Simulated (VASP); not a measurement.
# Ta2N: single point with LDA

Crystal: Ta2N.

```
CELL_PARAMETERS angstrom
5.37631 0.00000 0.00000
-2.68816 4.65602 0.00000
0.00000 0.00000 4.61933
ATOMIC_POSITIONS crystal
Ta 0.66693 0.66693 0.75260
Ta 0.00000 0.33307 0.75260
Ta 0.33307 0.00000 0.75260
Ta 0.33307 0.33307 0.24740
Ta 0.00000 0.66693 0.24740
Ta 0.66693 0.00000 0.24740
N 0.66667 0.33333 0.50000
N 0.33333 0.66667 0.50000
N 0.00000 0.00000 0.00000
```

This cell differs from its parent crystal: atoms shifted along a free coordinate, c/a of the conventional cell at fixed volume 0.8592.

```yaml
Program: VASP 6.6.1
Task: single point
Functional: LDA
Potentials_or_basis: VASP PAW LDA potentials, release 64 (Ta_pv, N)
Cutoff: 520 eV
k_mesh: 9 × 9 × 8
Occupations: gaussian, width 0.15 eV
Spin: no spin polarisation
Dipole_correction: no
Further_INCAR_settings: ALGO = Normal; EDIFF = 1e-06; NBANDS = 50
```

| Property | Result |
| --- | --- |
| Pressure | 2.7 GPa |
| Largest force | 0.118 eV/Å |
| Band gap on the k mesh | zero (an odd number of electrons rules out a gap without spin polarisation) |

Forces in eV/Å, atoms in the order of the input:
```
Ta   0.020  0.035 -0.111
Ta   0.020 -0.035 -0.111
Ta  -0.041  0.000 -0.111
Ta  -0.020 -0.035  0.111
Ta  -0.020  0.035  0.111
Ta   0.041  0.000  0.111
N    0.000  0.000  0.000
N    0.000  0.000  0.000
N    0.000  0.000  0.000
```

Stress tensor (GPa, compression positive):
```
-5.68  0.00  0.00
 0.00 -5.68  0.00
 0.00  0.00 19.52
```

Levels at points of the mesh, in eV from the Fermi level:
```csv
k point,band 38,band 39,band 40,band 41,band 42,band 43,band 44,band 45
"(0.00, 0.00, 0.00)",-0.52,-0.52,-0.25,-0.13,-0.13,0.03,0.10,0.10
"(0.00, 0.00, 0.50)",-1.63,-1.63,-1.43,-0.57,0.48,0.48,1.02,1.67
```

It took 10 min on 1 thread of AMD EPYC 7R43 64-Core Processor (Zen 3) (shared host), peak memory 0.38 GiB.

Caveat: spin-orbit coupling is left out, which moves the levels of the heavy elements.
